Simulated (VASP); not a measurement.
# GaP (F-43m) in VASP: G0W0 quasiparticle levels with PBE

Aim: the G0W0 quasiparticle levels of GaP with PBE.

Program: VASP 6.6.1. These are calculated values, not measurements. Logs are shortened: lines on timing, memory, paths and dates and some standing lists are left out, and cuts for length are marked.

### Step 1. The cell of the first run

Symmetry: F-43m, No. 216, cubic system. Conventional cell: a = 5.506 Å, b = 5.506 Å, c = 5.506 Å, α = 90.00°, β = 90.00°, γ = 90.00°. Within 3.1 Å of Ga (site symmetry -43m) lie 4 P at 2.38 Å. Within 3.1 Å of P (site symmetry -43m) lie 4 Ga at 2.38 Å.

### Step 2. G0W0 quasiparticle levels, PBE

The input, POSCAR:

```
GaP
1.0
    0.0000000000      2.7529841000      2.7529841000
    2.7529841000      0.0000000000      2.7529841000
    2.7529841000      2.7529841000      0.0000000000
Ga P
1 1
Direct
    0.0000000000      0.0000000000      0.0000000000
    0.7500000000      0.7500000000      0.7500000000
```

The input, INCAR.step1:

```
PREC = Accurate
ENCUT = 500
EDIFF = 1E-8
ISMEAR = 0
SIGMA = 0.01
LREAL = False
LASPH = True
NELM = 100
ALGO = Normal
LWAVE = True
LCHARG = False
GGA = PE
```

The input, INCAR.step2:

```
PREC = Accurate
ENCUT = 500
EDIFF = 1E-8
ISMEAR = 0
SIGMA = 0.01
LREAL = False
LASPH = True
NELM = 1
ALGO = Exact
LWAVE = True
LCHARG = False
GGA = PE
NBANDS = 183
LOPTICS = True
ISTART = 1
```

The input, INCAR.step3:

```
PREC = Accurate
ENCUT = 500
EDIFF = 1E-8
ISMEAR = 0
SIGMA = 0.01
LREAL = False
LASPH = True
ALGO = EVGW0
LWAVE = False
LCHARG = False
GGA = PE
NELMGW = 1
NBANDS = 183
ENCUTGW = 150.0
NOMEGA = 96
PRECFOCK = Fast
ISTART = 1
NBANDSGW = 17
OMEGAMAX = 20
```

The input, KPOINTS:

```
Automatic mesh
0
Gamma
  4 4 4
```

Potentials or basis: VASP PAW PBE potentials, release 64 (Ga_d_GW, P_GW).

On the command line:

```console
$ cat potpaw_PBE.64/Ga_d_GW/POTCAR potpaw_PBE.64/P_GW/POTCAR > POTCAR
$ cp INCAR.step1 INCAR
$ mpirun -np 1 vasp_std > vasp.out
$ cp INCAR.step2 INCAR
$ mpirun -np 1 vasp_std > vasp.out
$ cp INCAR.step3 INCAR
$ mpirun -np 1 vasp_std > vasp.out
```

OUTCAR:

```text
PREC = Accurate
   ENCUT = 500
   EDIFF = 1E-8
   ISMEAR = 0
   LREAL = False
   LASPH = True
   GGA = PE
   NELMGW = 1
   ENCUTGW = 150.0
   PRECFOCK = Fast
   ISTART = 1

 ion  position               nearest neighbor table
   1  0.000  0.000  0.000-   2 2.38   2 2.38   2 2.38   2 2.38
   2  0.750  0.750  0.750-   1 2.38   1 2.38   1 2.38   1 2.38

  LATTYP: Found a face centered cubic cell.
 ALAT       =     5.5059682000

  Lattice vectors:

 A1 = (   0.0000000000,   2.7529841000,   2.7529841000)
 A2 = (   2.7529841000,   0.0000000000,   2.7529841000)
 A3 = (   2.7529841000,   2.7529841000,   0.0000000000)

Analysis of symmetry for initial positions (statically):
=====================================================================
 Subroutine PRICEL returns:
 Original cell was already a primitive cell.

 Routine SETGRP: Setting up the symmetry group for a
 face centered cubic supercell.

 Subroutine GETGRP returns: Found 24 space group operations
 (whereof 24 operations were pure point group operations)
 out of a pool of 48 trial point group operations.

The static configuration has the point symmetry T_d .

Analysis of symmetry for dynamics (positions and initial velocities):
=====================================================================
 Subroutine PRICEL returns:
 Original cell was already a primitive cell.

 Routine SETGRP: Setting up the symmetry group for a
 face centered cubic supercell.

 Subroutine GETGRP returns: Found 24 space group operations
 (whereof 24 operations were pure point group operations)
 out of a pool of 48 trial point group operations.

The dynamic configuration has the point symmetry T_d .

 Subroutine INISYM returns: Found 24 space group operations
 (whereof 24 operations are pure point group operations),
 and found     1 'primitive' translations

----------------------------------------------------------------------------------------

                                     Primitive cell

  volume of cell :      41.7293

  direct lattice vectors                    reciprocal lattice vectors
     0.000000000  2.752984100  2.752984100    -0.181621100  0.181621100  0.181621100
     2.752984100  0.000000000  2.752984100     0.181621100 -0.181621100  0.181621100
     2.752984100  2.752984100  0.000000000     0.181621100  0.181621100 -0.181621100

  length of vectors
     3.893307451  3.893307451  3.893307451     0.314576973  0.314576973  0.314576973

  position of ions in fractional coordinates (direct lattice)
     0.000000000  0.000000000  0.000000000
     0.750000000  0.750000000  0.750000000

  ion indices of the primitive-cell ions
   primitive index   ion index
                 1           1
                 2           2

----------------------------------------------------------------------------------------

 KPOINTS: Automatic mesh

Automatic generation of k-mesh.
 Grid dimensions read from file:
 generate k-points for:    4    4    4

 Generating k-lattice:

  Cartesian coordinates                     Fractional coordinates (reciprocal lattice)
    -0.045405275  0.045405275  0.045405275     0.250000000  0.000000000  0.000000000
     0.045405275 -0.045405275  0.045405275     0.000000000  0.250000000  0.000000000
     0.045405275  0.045405275 -0.045405275     0.000000000  0.000000000  0.250000000

  Length of vectors
     0.078644243  0.078644243  0.078644243

  Shift w.r.t. Gamma in fractional coordinates (k-lattice)
     0.000000000  0.000000000  0.000000000

 Subroutine IBZKPT returns following result:
 ===========================================

 Found      8 irreducible k-points:

 Following reciprocal coordinates:
            Coordinates               Weight
  0.000000  0.000000  0.000000      1.000000
  0.250000  0.000000  0.000000      8.000000
  0.500000  0.000000  0.000000      4.000000
  0.250000  0.250000  0.000000      6.000000
  0.500000  0.250000  0.000000     24.000000
 -0.250000  0.250000  0.000000     12.000000
  0.500000  0.500000  0.000000      3.000000
 -0.250000  0.500000  0.250000      6.000000
   k-points           NKPTS =      8   k-points in BZ     NKDIM =     64   number of bands    NBANDS=    183
   number of dos      NEDOS =    301   number of ions     NIONS =      2
   total plane-waves  NPLWV =  21952
   dimension x,y,z NGX =    28 NGY =   28 NGZ =   28
   dimension x,y,z NGXF=    56 NGYF=   56 NGZF=   56
   ions per type =               1   1
   NGX,Y,Z   is equivalent  to a cutoff of  11.96, 11.96, 11.96 a.u.
   NGXF,Y,Z  is equivalent  to a cutoff of  23.91, 23.91, 23.91 a.u.
 SYSTEM =  unknown system
   PREC   = accura    normal or accurate (medium, high low for compatibility)
   ISTART =      1    job   : 0-new  1-cont  2-samecut
   ICHARG =      0    charge: 1-file 2-atom 10-const
   ISPIN  =      1    spin polarized calculation?
   LNONCOLLINEAR =      F non collinear calculations
   LSORBIT =      F    spin-orbit coupling
   LASPH  =      T    aspherical Exc in radial PAW
   ENCUT  =  500.0 eV  36.75 Ry    6.06 a.u.   7.10  7.10  7.10*2*pi/ulx,y,z
   NELM   =     60;   NELMIN=  2; NELMDL=  0     # of ELM steps
   EDIFF  = 0.1E-07   stopping-criterion for ELM
   LREAL  =      F    real-space projection
   EDIFFG = 0.1E-06   stopping-criterion for IOM
   NSW    =      0    number of steps for IOM
   IBRION =     -1    ionic relax: 0-MD 1-quasi-New 2-CG
   NFREE  =      0    steps in history (QN), initial steepest desc. (CG)
   ISIF   =      0    stress and relaxation
   ISYM   =      3    0-nonsym 1-usesym 2-fastsym
   POTIM  = 0.5000    time-step for ionic-motion
   TEBEG  =    0.0;   TEEND  =   0.0 temperature during run
   PSTRESS=    0.0 pullay stress
   NELECT =      18.0000    total number of electrons
   NUPDOWN=      -1.0000    fix difference up-down
   EMIN   =  10.00;   EMAX   =-10.00  energy-range for DOS
   EFERMI =   0.00;   METHOD = LEGACY
   ISMEAR =     0;   SIGMA  =   0.01  broadening in eV -4-tet -1-fermi 0-gaus
   EFERMI_NEDOS =   21; number of points for ismear=-14 and -15
   IALGO  =     38    algorithm
   IMIX   =      4    mixing-type and parameters
     AMIX     =   0.40;   BMIX     =  1.00
     AMIX_MAG =   1.60;   BMIX_MAG =  1.00
  volume/ion in A,a.u.               =      20.86       140.80
  Fermi-wavevector in a.u.,A,eV,Ry     =   1.236949  2.337496 20.817513  1.530044
  Thomas-Fermi vector in A             =   2.371537
   LORBIT       =      0    0 simple, 1 ext, 2 COOP (PROOUT), +10 PAW based schemes
   GGA     = PE    functional components
   LHFCALC =     T    Hartree Fock is set to
   PRECFOCK=fast      Normal, Fast or Accurate (Low or Medium for compatibility)
   ENCUT4O =  -1.0   cutoff for four orbital integrals eV
   NKREDX  =     1    reduce k-point grid by
   NKREDY  =     1    reduce k-point grid by
   NKREDZ  =     1    reduce k-point grid by
   AEXX    =    1.0000 exact exchange contribution
   HFSCREEN=    0.0000 screening length (either q_TF or 0.3 A-1)
   HFSCREENC=   0.0000 screening length for correlation (either q_TF or 0.3 A-1)
   ENCUTFOCK=  -1.0 apply spherical cutoff to Coloumb kernel
   IVDW    =     0    specifies the selected vdW correction
   LEPSILON=     F    determine dielectric tensor
   LRPA    =     F    only Hartree local field effects (RPA)
   LRPAFORCE           =     F    calculate RPA forces
   ENCUTGW             = 150.0    cutoff for response function in eV
   ENCUTGWSOFT         = 120.0    soft cutoff for Coulomb kernel in GW response function in eV
   ENCUTLF             =  -1.0    cutoff for local field effects
   NELMGW              =     1    number of iterations in solving QP/BSE equation
   NELMHF              =     1    number of iterations in the inner HF iteration
   NKREDLFX            =     1    NKREDLFY  =   1   NKREDLFZ  =   1
 non-spin polarized calculation
 Gauss-broadening in eV      SIGMA  =   0.01
  energy-cutoff  :      500.00
  volume of cell :       41.73
 maximum number of plane-waves:      1068
  NGX = 16; NGY = 16; NGZ = 16
   NGX = 15   NGY = 15   NGZ = 15
 maximum number of plane-waves:       190

 QP shifts <psi_nk| G(iteration)W_0 |psi_nk>: iteration 1
 for sc-GW calculations column KS-energies equals QP-energies in previous step
 and V_xc(KS)=  KS-energies - (<T + V_ion + V_H > + <T+V_H+V_ion>^1  + <V_x>^1)

 k-point   1 :       0.0000    0.0000    0.0000
  band No.  KS-energies  QP-energies   sigma(KS)   V_xc(KS)     V^pw_x(r,r')   Z            occupation Imag(sigma)

      1     -10.4386     -12.7692     -25.1175     -21.6940     -35.0262       0.6808       2.0000       0.1745
      2     -10.4386     -12.7692     -25.1175     -21.6940     -35.0262       0.6808       2.0000       0.1745
      3     -10.4386     -12.7692     -25.1175     -21.6940     -35.0262       0.6808       2.0000       0.1745
      4     -10.3493     -12.7140     -25.2680     -21.8068     -35.1471       0.6832       2.0000       0.1430
      5     -10.3493     -12.7140     -25.2680     -21.8068     -35.1471       0.6832       2.0000       0.1430
      6      -8.1666      -8.6547     -12.0810     -11.3141     -18.5599       0.6364       2.0000       0.9388
[... 9 lines left out ...]
     16      13.7733      13.9522     -10.4549     -10.6960      -4.9109       0.7424       0.0000      -0.2499
     17      16.4342      16.2393      -8.3671      -8.1069      -2.3890       0.7490       0.0000      -0.4686

 k-point   2 :       0.2500    0.0000    0.0000
  band No.  KS-energies  QP-energies   sigma(KS)   V_xc(KS)     V^pw_x(r,r')   Z            occupation Imag(sigma)

      1     -10.4756     -12.7618     -24.8709     -21.5038     -34.7460       0.6790       2.0000       0.1906
      2     -10.4252     -12.7579     -25.1452     -21.7191     -35.0570       0.6808       2.0000       0.1728
      3     -10.4252     -12.7579     -25.1452     -21.7191     -35.0570       0.6808       2.0000       0.1728
      4     -10.3482     -12.7153     -25.2683     -21.8088     -35.1514       0.6843       2.0000       0.1428
      5     -10.3482     -12.7153     -25.2683     -21.8088     -35.1514       0.6843       2.0000       0.1428
      6      -7.4220      -7.9498     -12.4490     -11.6588     -18.7210       0.6679       2.0000       0.8980
[... 9 lines left out ...]
     16      13.9367      13.7268      -8.0616      -7.7821      -2.4191       0.7509       0.0000      -0.3150
     17      16.9891      16.9011      -9.0231      -8.9046      -2.8571       0.7427       0.0000      -0.5302

 k-point   3 :       0.5000    0.0000    0.0000
  band No.  KS-energies  QP-energies   sigma(KS)   V_xc(KS)     V^pw_x(r,r')   Z            occupation Imag(sigma)
[... 85 lines left out ...]
      1     -10.5422     -12.7830     -24.6661     -21.3494     -34.5233       0.6756       2.0000       0.2060
      2     -10.3799     -12.7332     -25.2215     -21.7814     -35.1284       0.6841       2.0000       0.1625
      3     -10.3799     -12.7332     -25.2215     -21.7814     -35.1284       0.6841       2.0000       0.1625
      4     -10.3799     -12.7332     -25.2215     -21.7814     -35.1284       0.6841       2.0000       0.1625
      5     -10.3296     -12.7088     -25.3012     -21.8443     -35.1978       0.6882       2.0000       0.1409
      6      -5.3316      -5.8454     -13.3436     -12.5954     -19.0072       0.6868       2.0000       0.6629
[... 9 lines left out ...]
     16      16.8674      16.9471     -10.8445     -10.9510      -4.5778       0.7484       0.0000      -0.5520
     17      16.8674      16.9471     -10.8445     -10.9510      -4.5778       0.7484       0.0000      -0.5520

 k-point   8 :      -0.2500    0.5000    0.2500
  band No.  KS-energies  QP-energies   sigma(KS)   V_xc(KS)     V^pw_x(r,r')   Z            occupation Imag(sigma)

      1     -10.5245     -12.7628     -24.6797     -21.3680     -34.5441       0.6759       2.0000       0.2073
      2     -10.4038     -12.7520     -25.2006     -21.7635     -35.1155       0.6832       2.0000       0.1680
      3     -10.3845     -12.7337     -25.2182     -21.7833     -35.1361       0.6839       2.0000       0.1671
      4     -10.3624     -12.7156     -25.2342     -21.7817     -35.1168       0.6816       2.0000       0.1460
      5     -10.3412     -12.7079     -25.2719     -21.8167     -35.1609       0.6850       2.0000       0.1418
      6      -5.2495      -5.7683     -13.5109     -12.7532     -19.1784       0.6847       2.0000       0.6481
[... 9 lines left out ...]
     16      17.5442      17.7563     -10.7919     -11.0801      -4.0087       0.7361       0.0000      -0.6428
     17      17.7327      17.7146     -10.1271     -10.1029      -3.6802       0.7462       0.0000      -0.6361
```

Wall time 4.3 min (1 thread of AMD EPYC 7R43 (Zen 3), shared host); peak memory 0.45 GiB.

What came out:

```
Quasiparticle gap                                   : 2.16 eV
Least direct quasiparticle gap                      : 2.43 eV
Band gap of the starting levels on the mesh         : 1.56 eV
Least direct gap of the starting levels on the mesh : 1.56 eV
```

Caveat: the k points lie up to 0.49 Å⁻¹ apart; bands, screening cutoff and mesh are small and nothing is extrapolated, so the quasiparticle values aren't converged.
